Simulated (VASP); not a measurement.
CaSe, 2 atoms in the cell. It takes space group I4/mmm (No. 139, tetragonal). The conventional cell has a = 4.180 Å, b = 4.180 Å, c = 6.355 Å, α = 90.00°, β = 90.00°, γ = 90.00°. Within 3.9 Å of Ca (site symmetry 4/mmm) lie 6 Se at 2.96 to 3.18 Å. Se (site symmetry 4/mmm) has 6 Ca at 2.96 to 3.18 Å within 3.9 Å.  This cell differs from its parent crystal: strain +0.0750 x Voigt [0, 1, 0, 0, 0, 0].

| Quantity | Value |
| --- | --- |
| Program | VASP 6.6.1 |
| Task | single point |
| Functional | PBE |
| Potentials or basis | VASP PAW PBE potentials, release 64 (Ca_sv, Se) |
| Cutoff | 520 eV |
| k mesh | 8 × 8 × 8 |
| Occupations | gaussian, width 0.05 eV |
| Spin | no spin polarisation |
| Dipole correction | no |
| Further INCAR settings | ALGO = Normal; EDIFF = 1e-06; NBANDS = 15 |

Potentials or basis: VASP PAW PBE potentials, release 64 (Ca_sv, Se).

Launch:

```console
$ cat potpaw_PBE.64/Ca_sv/POTCAR potpaw_PBE.64/Se/POTCAR > POTCAR
$ mpirun -np 1 vasp_std > vasp.out
```

Hardware: 1 thread of AMD EPYC 7R43 64-Core Processor (Zen 3) (shared host).

**Question.** Estimate the wall time of this run.

**Answer.** It took 33 s on 1 thread of AMD EPYC 7R43 64-Core Processor (Zen 3) (shared host), peak memory 0.17 GiB. Counts: scf iterations 13, k points 59.
